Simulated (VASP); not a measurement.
Input of a VASP 6.6.1 run:

File INCAR:

```
PREC = Accurate ; ENCUT = 520
EDIFF = 1E-6 ; ISMEAR = 0
SIGMA = 0.1 ; LREAL = False
LASPH = True ; NELM = 150
ALGO = Normal ; ISIF = 2
LWAVE = False ; LCHARG = False
ISPIN = 2 ; MAGMOM = 1.5 1.5
LORBIT = 11 ; LMAXMIX = 4
GGA = PS ; NBANDS = 21
```

Contents of KPOINTS:

```
Automatic mesh
0
Gamma
  14 14 8
```

POSCAR

```
Ni
1.0
    2.4480230000      0.0000000000      0.0000000000
   -1.2240110000      2.1200500000      0.0000000000
    0.0000000000      0.0000000000      4.0728080000
Ni
2
Direct
    0.3333333333      0.6666666667      0.2500000000
    0.6666666667      0.3333333333      0.7500000000
```

Potentials or basis: VASP PAW PBE potentials, release 64 (Ni).

Launch:

```sh
$ cat potpaw_PBE.64/Ni/POTCAR > POTCAR
$ mpirun -np 1 vasp_std > vasp.out
```

Question: Estimate the pressure.

Answer: -3.4 GPa.

Question: Predict the net moment.

Answer: 1.19 μB per cell.

Question: What does it give for the site moments?

Answer: Ni +0.60 μB.

Stress tensor (GPa, compression positive):
```
-2.41  0.00  0.00
 0.00 -2.41  0.00
 0.00  0.00 -5.39
```

Caveat: the cell stands under tension; the PAW data sets were made with another functional, which shifts forces and pressure a little.
